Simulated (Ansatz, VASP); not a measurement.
**Two plane-wave programs on BP**

```
CELL_PARAMETERS angstrom
3.17883 0.00000 0.00000
-1.58941 2.75294 0.00000
0.00000 0.00000 23.80000
ATOMIC_POSITIONS crystal
B 0.33333 0.66667 0.29412
P 0.66667 0.33333 0.29412
```

Alike in both runs: functional LDA; k mesh 12 × 12 × 1; occupations gaussian, width 0.03 eV; no spin polarisation.

Ansatz relaxed the structure, and its values are those at the end. VASP's run is a single point on that final structure, the one shown.

|  | VASP | Ansatz |
| --- | --- | --- |
| version | VASP 6.6.1 | Ansatz 0.2.0 |
| potentials or method | VASP PAW LDA potentials, release 64 (B, P), cutoff 420 eV | scalar-relativistic, plane waves, PAW |
| valence electrons in the cell | 8 | 8 |

```csv
,VASP,Ansatz,Ansatz less VASP
gap on the k mesh at the Fermi level (eV),0.82,0.80,-0.011
least direct gap on the mesh (eV),0.82,0.80,-0.011
```

Ansatz warns that its potentials were made for another functional, while VASP's fit it. LDA's correlation is that of Perdew and Zunger in VASP and of Perdew and Wang (1992) in Ansatz. Ansatz's warnings: slab cell height set, structure snapped to symmetry, xc potential rough in thin density.
